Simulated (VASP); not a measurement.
# PbS (P-1) in VASP: notebook

The runs below take PbS through single point, with PBE.

Everything below comes from runs of VASP 6.6.1. Logs are shortened: lines on timing, memory, paths and dates and some standing lists are left out, and cuts for length are marked.

**1. The cell of the first run**

The typed cell holds 4 atoms: a = 6.375 Å, b = 6.310 Å, c = 4.280 Å, α = 91.22°, β = 89.42°, γ = 141.71°.

**2. Single point, PBE**

The input, INCAR:

```
PREC = Accurate
ENCUT = 520
EDIFF = 1E-6
ISMEAR = -1
SIGMA = 0.02
LREAL = F
LASPH = T
NELM = 100
ALGO = Normal
ISIF = 2
LWAVE = F
LCHARG = F
GGA = PE
NBANDS = 28
```

The input, KPOINTS:

```
Automatic mesh
0
Gamma
  6 6 6
```

The input, POSCAR:

```
PbS
1.0
    2.1298804750     -6.0086299417      0.0325945333
    2.0300255250      5.9739640583     -0.0672604167
   -0.0356610083     -0.0356610083      4.2793210000
Pb S
2 2
Direct
    0.8694370000      0.1305630000      0.7500000000
    0.1305630000      0.8694370000      0.2500000000
    0.6452030000      0.3547970000      0.7500000000
    0.3547970000      0.6452030000      0.2500000000
```

Potentials or basis: VASP PAW PBE potentials, release 64 (Pb_d, S).

Run with:

```console
> cat potpaw_PBE.64/Pb_d/POTCAR potpaw_PBE.64/S/POTCAR > POTCAR
> mpirun -np 1 vasp_std > vasp.out
```

OUTCAR:

```text
PREC = Accurate
   ENCUT = 520
   EDIFF = 1E-6
   ISMEAR = -1
   LREAL = F
   LASPH = T
   NELM = 100
   ISIF = 2
   GGA = PE

 ion  position               nearest neighbor table
   1  0.869  0.131  0.750-   3 2.69   4 2.96   4 2.97   4 3.01   4 3.01   2 3.76   2 3.82   2 4.07

   2  0.131  0.869  0.250-   4 2.69   3 2.96   3 2.97   3 3.01   3 3.01   1 3.76   1 3.82   1 4.07

   3  0.645  0.355  0.750-   1 2.69   2 2.96   2 2.97   2 3.01   2 3.01
   4  0.355  0.645  0.250-   2 2.69   1 2.96   1 2.97   1 3.01   1 3.01

  LATTYP: Found a triclinic cell.
 ALAT       =     4.1601948723
 B/A-ratio  =     2.0966681155
 C/A-ratio  =     1.0287061775
 COS(alpha) =     0.0004729297
 COS(beta)  =     0.0165949174
 COS(gamma) =     0.7268202288

  Lattice vectors:

 A1 = (   4.1599060000,  -0.0346658834,  -0.0346658834)
 A2 = (   6.2897864750,  -6.0432958251,  -0.0020713501)
 A3 = (   0.0356610083,   0.0356610083,  -4.2793210000)

Analysis of symmetry for initial positions (statically):
=====================================================================
 Subroutine PRICEL returns:
 Original cell was already a primitive cell.

 Routine SETGRP: Setting up the symmetry group for a
 triclinic supercell.

 Subroutine GETGRP returns: Found  2 space group operations
 (whereof  2 operations were pure point group operations)
 out of a pool of  2 trial point group operations.

The static configuration has the point symmetry S_2 .

Analysis of symmetry for dynamics (positions and initial velocities):
=====================================================================
 Subroutine PRICEL returns:
 Original cell was already a primitive cell.

 Routine SETGRP: Setting up the symmetry group for a
 triclinic supercell.

 Subroutine GETGRP returns: Found  2 space group operations
 (whereof  2 operations were pure point group operations)
 out of a pool of  2 trial point group operations.

The dynamic configuration has the point symmetry S_2 .

 Subroutine INISYM returns: Found  2 space group operations
 (whereof  2 operations are pure point group operations),
 and found     1 'primitive' translations

----------------------------------------------------------------------------------------

                                     Primitive cell

  volume of cell :     106.6322

  direct lattice vectors                    reciprocal lattice vectors
     2.129880475 -6.008629942  0.032594533     0.239722324 -0.081445706  0.001318972
     2.030025525  5.973964058 -0.067260417     0.241125116  0.085486441  0.002721763
    -0.035661008 -0.035661008  4.279321000     0.001963989  0.001963989  0.233714665

  length of vectors
     6.375036237  6.309815700  4.279618165     0.253183601  0.255844994  0.233731169

  position of ions in fractional coordinates (direct lattice)
     0.869437000  0.130563000  0.750000000
     0.130563000  0.869437000  0.250000000
     0.645203000  0.354797000  0.750000000
     0.354797000  0.645203000  0.250000000

  ion indices of the primitive-cell ions
   primitive index   ion index
                 1           1
                 2           2
                 3           3
                 4           4

----------------------------------------------------------------------------------------

 KPOINTS: Automatic mesh

Automatic generation of k-mesh.
 Grid dimensions read from file:
 generate k-points for:    6    6    6

 Generating k-lattice:

  Cartesian coordinates                     Fractional coordinates (reciprocal lattice)
     0.039953721 -0.013574284  0.000219829     0.166666667 -0.000000000  0.000000000
     0.040187519  0.014247740  0.000453627     0.000000000  0.166666667  0.000000000
     0.000327331  0.000327331  0.038952444     0.000000000 -0.000000000  0.166666667

  Length of vectors
     0.042197267  0.042640832  0.038955195

  Shift w.r.t. Gamma in fractional coordinates (k-lattice)
     0.000000000  0.000000000  0.000000000

 Subroutine IBZKPT returns following result:
 ===========================================

 Found    112 irreducible k-points:

 Following reciprocal coordinates:
            Coordinates               Weight
  0.000000  0.000000  0.000000      1.000000
  0.166667  0.000000  0.000000      2.000000
  0.333333  0.000000  0.000000      2.000000
  0.500000  0.000000  0.000000      1.000000
  0.000000  0.166667  0.000000      2.000000
  0.166667  0.166667  0.000000      2.000000
[... 16 lines left out ...]
  0.333333  0.000000  0.166667      2.000000
  0.500000  0.000000  0.166667      2.000000
 [... further k-points ...]
   k-points           NKPTS =    112   k-points in BZ     NKDIM =    112   number of bands    NBANDS=     28
   number of dos      NEDOS =    301   number of ions     NIONS =      4
   total plane-waves  NPLWV =  73728
   dimension x,y,z NGX =    48 NGY =   48 NGZ =   32
   dimension x,y,z NGXF=    96 NGYF=   96 NGZF=   64
   ions per type =               2   2
   NGX,Y,Z   is equivalent  to a cutoff of  12.52, 12.65, 12.43 a.u.
   NGXF,Y,Z  is equivalent  to a cutoff of  25.03, 25.29, 24.86 a.u.
 SYSTEM =  unknown system
   PREC   = accura    normal or accurate (medium, high low for compatibility)
   ISTART =      0    job   : 0-new  1-cont  2-samecut
   ICHARG =      2    charge: 1-file 2-atom 10-const
   ISPIN  =      1    spin polarized calculation?
   LNONCOLLINEAR =      F non collinear calculations
   LSORBIT =      F    spin-orbit coupling
   LASPH  =      T    aspherical Exc in radial PAW
   ENCUT  =  520.0 eV  38.22 Ry    6.18 a.u.  11.85 11.73  7.96*2*pi/ulx,y,z
   NELM   =    100;   NELMIN=  2; NELMDL= -5     # of ELM steps
   EDIFF  = 0.1E-05   stopping-criterion for ELM
   LREAL  =      F    real-space projection
   EDIFFG = 0.1E-04   stopping-criterion for IOM
   NSW    =      0    number of steps for IOM
   IBRION =     -1    ionic relax: 0-MD 1-quasi-New 2-CG
   NFREE  =      0    steps in history (QN), initial steepest desc. (CG)
   ISIF   =      2    stress and relaxation
   ISYM   =      2    0-nonsym 1-usesym 2-fastsym
   POTIM  = 0.5000    time-step for ionic-motion
   TEBEG  =    0.0;   TEEND  =   0.0 temperature during run
   PSTRESS=    0.0 pullay stress
   NELECT =      40.0000    total number of electrons
   NUPDOWN=      -1.0000    fix difference up-down
   EMIN   =  10.00;   EMAX   =-10.00  energy-range for DOS
   EFERMI =   0.00;   METHOD = LEGACY
   ISMEAR =    -1;   SIGMA  =   0.02  broadening in eV -4-tet -1-fermi 0-gaus
   EFERMI_NEDOS =   21; number of points for ismear=-14 and -15
   IALGO  =     38    algorithm
   IMIX   =      4    mixing-type and parameters
     AMIX     =   0.40;   BMIX     =  1.00
     AMIX_MAG =   1.60;   BMIX_MAG =  1.00
  volume/ion in A,a.u.               =      26.66       179.90
  Fermi-wavevector in a.u.,A,eV,Ry     =   1.180680  2.231161 18.966582  1.394004
  Thomas-Fermi vector in A             =   2.316967
   LORBIT       =      0    0 simple, 1 ext, 2 COOP (PROOUT), +10 PAW based schemes
   GGA     = PE    functional components
[... 5 lines left out ...]
 non-spin polarized calculation
  energy-cutoff  :      520.00
  volume of cell :      106.63
 maximum number of plane-waves:      2892
   NGX = 23   NGY = 23   NGZ = 15

 number of electron      40.0000007 magnetization

 Free energy of the ion-electron system (eV)
  ---------------------------------------------------
  ext. energy  EPLUGINS =         0.00000000
  ---------------------------------------------------
  free energy    TOTEN  =       -17.36915989 eV

  energy without entropy =      -17.36915989  energy(sigma->0) =      -17.36915989

 E-fermi :   5.3143     XC(G=0):  -9.5806

 val. band max:        4.8865583689   @ k =   0.5000   0.5000   0.3333
 cond. band min:       6.1087654276   @ k =   0.5000   0.5000  -0.0000
 fundamental gap:      1.2222070588
 Fermi energy:         5.3143070686

 k-point     1 :       0.0000    0.0000    0.0000
  band No.  band energies     occupation
      1     -11.4633      2.00000
      2     -11.3689      2.00000
      3     -11.3602      2.00000
      4     -11.3555      2.00000
      5     -11.3233      2.00000
      6     -11.3153      2.00000
[... 20 lines left out ...]
     27      11.0770      0.00000
     28      11.9187      0.00000

 k-point     2 :       0.1667    0.0000    0.0000
  band No.  band energies     occupation
      1     -11.4475      2.00000
      2     -11.3622      2.00000
      3     -11.3537      2.00000
      4     -11.3457      2.00000
      5     -11.3284      2.00000
      6     -11.3215      2.00000
[... 20 lines left out ...]
     27      11.3644      0.00000
     28      12.4143      0.00000

 k-point     3 :       0.3333    0.0000    0.0000
  band No.  band energies     occupation
      1     -11.4118      2.00000
      2     -11.3591      2.00000
      3     -11.3511      2.00000
      4     -11.3422      2.00000
      5     -11.3285      2.00000
      6     -11.3267      2.00000
[... 20 lines left out ...]
     27      12.8587      0.00000
     28      12.9079      0.00000

 k-point     4 :       0.5000    0.0000    0.0000
  band No.  band energies     occupation
      1     -11.3820      2.00000
      2     -11.3710      2.00000
      3     -11.3549      2.00000
      4     -11.3521      2.00000
      5     -11.3298      2.00000
      6     -11.3231      2.00000
[... 20 lines left out ...]
     27      12.8450      0.00000
     28      14.0322      0.00000

 k-point     5 :       0.0000    0.1667    0.0000
  band No.  band energies     occupation
      1     -11.4472      2.00000
      2     -11.3627      2.00000
      3     -11.3529      2.00000
      4     -11.3455      2.00000
      5     -11.3288      2.00000
      6     -11.3213      2.00000
[... 20 lines left out ...]
     27      11.3512      0.00000
     28      12.4227      0.00000

 k-point     6 :       0.1667    0.1667    0.0000
  band No.  band energies     occupation
      1     -11.4137      2.00000
      2     -11.3613      2.00000
      3     -11.3498      2.00000
      4     -11.3376      2.00000
      5     -11.3274      2.00000
      6     -11.3250      2.00000
[... 463 lines left out ...]
      5     -11.3294      2.00000
      6     -11.3238      2.00000
[... 20 lines left out ...]
     27      10.9871      0.00000
     28      12.6530      0.00000

 k-point    22 :       0.1667   -0.0000    0.1667
  band No.  band energies     occupation
      1     -11.4354      2.00000
      2     -11.3640      2.00000
      3     -11.3547      2.00000
      4     -11.3395      2.00000
      5     -11.3359      2.00000
      6     -11.3233      2.00000
[... 20 lines left out ...]
     27      12.0988      0.00000
     28      12.7799      0.00000

 k-point    23 :       0.3333    0.0000    0.1667
  band No.  band energies     occupation
      1     -11.4165      2.00000
      2     -11.3719      2.00000
      3     -11.3599      2.00000
      4     -11.3349      2.00000
      5     -11.3342      2.00000
      6     -11.3173      2.00000
[... 20 lines left out ...]
     27      12.3131      0.00000
     28      13.5148      0.00000

 k-point    24 :       0.5000    0.0000    0.1667
  band No.  band energies     occupation
      1     -11.4022      2.00000
      2     -11.3946      2.00000
      3     -11.3618      2.00000
      4     -11.3333      2.00000
      5     -11.3295      2.00000
      6     -11.3143      2.00000
[... 20 lines left out ...]
     27      12.2891      0.00000
     28      13.1372      0.00000

 [... further k-points ...]
[... 5 lines left out ...]
  --------------------------------------------------------------------------------------
  -------------------------------------------------------------------------------------
  Total        0.6159304      0.8739458      0.5791469      0.1388778      0.2174077      0.6183977
  in kB        9.2545221     13.1312739      8.7018390      2.0866767      3.2666101      9.2915942
  external PRESSURE =      10.3625450 kB  Pullay stress =       0.0000000 kB

 VOLUME and BASIS-vectors are now :
 -----------------------------------------------------------------------------
  energy-cutoff  :      520.00
  volume of cell :      106.63
      direct lattice vectors                 reciprocal lattice vectors
     2.129880475 -6.008629942  0.032594533     0.239722324 -0.081445706  0.001318972
     2.030025525  5.973964058 -0.067260417     0.241125116  0.085486441  0.002721763
    -0.035661008 -0.035661008  4.279321000     0.001963989  0.001963989  0.233714665

 POSITION                                       TOTAL-FORCE (eV/Angst)
 -----------------------------------------------------------------------------------
      2.09010     -4.47089      3.22905        -0.024626     -0.072591     -0.006032
      2.03415      4.40057      1.01561         0.024626      0.072591      0.006032
      2.06771     -1.78399      3.20666         0.032052      0.106105      0.042222
      2.05654      1.71366      1.03800        -0.032052     -0.106105     -0.042222
 -----------------------------------------------------------------------------------
    total drift:                               -0.000000     -0.000000      0.000000

  FREE ENERGIE OF THE ION-ELECTRON SYSTEM (eV)
  ---------------------------------------------------
  free  energy   TOTEN  =       -17.3691598919 eV

  energy  without entropy=      -17.3691598919  energy(sigma->0) =      -17.36915989
```

Run time: 7.5 min. Hardware: 1 thread of AMD EPYC 7R43 (Zen 3), shared host; peak memory 0.39 GiB.

What came out:

```
Free energy            : -17.3692 eV
Pressure               : 1.0 GPa
Largest force          : 0.119 eV/Å
Band gap on the k mesh : 1.22 eV, indirect (least direct gap 1.42 eV)
```

Forces on the atoms (eV/Å):
```
Pb  -0.025 -0.073 -0.006
Pb   0.025  0.073  0.006
S    0.032  0.106  0.042
S   -0.032 -0.106 -0.042
```

Stress tensor (GPa, compression positive):
```
0.93 0.21 0.93
0.21 1.31 0.33
0.93 0.33 0.87
```

Caveat: spin-orbit coupling is left out, which moves the levels of the heavy elements.

**3. Single point, PBE**

The input, INCAR:

```
SYSTEM = PbS
PREC = Accurate ; ENCUT = 520
EDIFF = 1E-7 ; ISMEAR = -1
SIGMA = 0.02 ; LREAL = .FALSE.
LASPH = .TRUE. ; NELM = 60
ALGO = Normal ; ISIF = 2
LWAVE = .FALSE. ; LCHARG = .TRUE.
GGA = PE ; LELF = .TRUE.
LVHAR = .TRUE. ; NBANDS = 28
```

The input, KPOINTS:

```
regular mesh
0
G
  6 6 6
  0 0 0
```

The input, POSCAR:

```
PbS
1.0
    2.0300255250     -5.9739640583     -0.0325945333
    2.1298804750      6.0086299417      0.0672604167
    0.0356610083      0.0356610083      4.2793210000
Pb S
2 2
Direct
    0.8694370000      0.1305630000      0.7500000000
    0.1305630000      0.8694370000      0.2500000000
    0.6452030000      0.3547970000      0.7500000000
    0.3547970000      0.6452030000      0.2500000000
```

Potentials or basis: VASP PAW PBE potentials, release 64 (Pb_d, S).

Run with:

```console
> cat potpaw_PBE.64/Pb_d/POTCAR potpaw_PBE.64/S/POTCAR > POTCAR
> mpirun -np 1 vasp_std > vasp.out
```

Run time: 9.4 min. Hardware: 1 thread of AMD EPYC 7R43 (Zen 3), shared host; peak memory 0.39 GiB.

Results (log left out):

```yaml
Free_energy: -17.3693 eV
Pressure: 1.0 GPa
Largest_force: 0.118 eV/Å
Band_gap_on_the_k_mesh: 1.22 eV, indirect (least direct gap 1.42 eV)
```

Forces on the atoms (eV/Å):
```
Pb   0.023 -0.072  0.003
Pb  -0.023  0.072 -0.003
S   -0.030  0.106 -0.041
S    0.030 -0.106  0.041
```

Stress tensor (GPa, compression positive):
```
 0.92 -0.21 -0.92
-0.21  1.31 -0.33
-0.92 -0.33  0.87
```

Levels at points of the mesh, in eV from the valence-band top:
| k point | band 17 | band 18 | band 19 | band 20 | band 21 | band 22 | band 23 | band 24 |
| --- | --- | --- | --- | --- | --- | --- | --- | --- |
| (0.00, 0.00, 0.00) | -2.32 | -1.63 | -1.41 | -0.44 | 4.70 | 4.77 | 4.91 | 5.57 |
| (0.50, 0.00, 0.00) | -1.29 | -1.14 | -0.32 | -0.29 | 1.80 | 1.93 | 2.30 | 3.00 |
| (0.00, 0.50, 0.00) | -1.32 | -1.12 | -0.34 | -0.30 | 1.84 | 1.89 | 2.29 | 3.03 |
| (0.50, 0.50, 0.00) | -1.89 | -1.82 | -1.26 | -0.42 | 1.22 | 4.49 | 4.89 | 5.00 |
| (0.00, 0.00, 0.50) | -1.09 | -1.05 | -0.09 | -0.04 | 1.85 | 1.88 | 2.81 | 2.88 |
| (0.50, 0.00, 0.50) | -3.11 | -3.07 | -1.35 | -1.32 | 3.44 | 3.54 | 5.17 | 5.41 |
| (0.00, 0.50, 0.50) | -3.07 | -2.99 | -1.55 | -1.35 | 3.38 | 3.51 | 5.27 | 5.40 |
| (0.50, 0.50, 0.50) | -1.17 | -1.14 | -0.44 | -0.40 | 1.73 | 1.75 | 3.25 | 3.26 |

Caveat: spin-orbit coupling is left out, which moves the levels of the heavy elements.
